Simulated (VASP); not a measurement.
## Ti3Se: single point with PBE

The system is Ti3Se.

```
Se Ti
1.0
     3.23952    0.00000    0.00000
    -1.61976    2.80551    0.00000
     0.00000    0.00000    8.04727
Se Ti
1 3
Direct
  0.00000 0.00000 0.00000
  0.66667 0.33333 0.50000
  0.33333 0.66667 0.77290
  0.33333 0.66667 0.22710
```

```
Program                : VASP 6.6.1
Task                   : single point
Functional             : PBE
Potentials or basis    : VASP PAW PBE potentials, release 64 (Se, Ti_sv)
Cutoff                 : 520 eV
k mesh                 : 10 × 10 × 4
Occupations            : fermi-dirac, width 0.05 eV
Spin                   : no spin polarisation
Dipole correction      : no
Further INCAR settings : ALGO = Normal; EDIFF = 1e-07; NBANDS = 29
```

| Item | Value |
| --- | --- |
| Pressure | -3.9 GPa |
| Largest force | 0.065 eV/Å |
| Band gap on the k mesh | zero (band 21 reaches 8.03 eV, above the bottom of band 22 at 7.48 eV) |

Forces in eV/Å, atoms in the order of the input:
```
Se   0.000  0.000  0.000
Ti   0.000  0.000  0.000
Ti   0.000  0.000  0.065
Ti   0.000  0.000 -0.065
```

Stress tensor (GPa, compression positive):
```
-3.75  0.00  0.00
 0.00 -3.75  0.00
 0.00  0.00 -4.30
```

Levels at points of the mesh, in eV from the Fermi level:
```
           k point  band 18  band 19  band 20  band 21  band 22  band 23  band 24  band 25
(0.00, 0.00, 0.00)    -1.33    -0.22     0.15     0.15     0.30     0.30     0.85     1.02
(0.50, 0.00, 0.00)    -1.70    -1.50    -0.69    -0.45     0.19     0.75     0.80     2.16
(0.00, 0.00, 0.50)    -1.40    -0.62     0.38     0.38     0.50     0.57     0.57     0.96
(0.50, 0.00, 0.50)    -1.48    -1.46    -0.89    -0.82     0.54     0.81     0.95     1.16
```

Wall time 100 s on 1 thread of AMD EPYC 9R45 (Zen 5), on a shared host, peak memory 0.18 GiB.
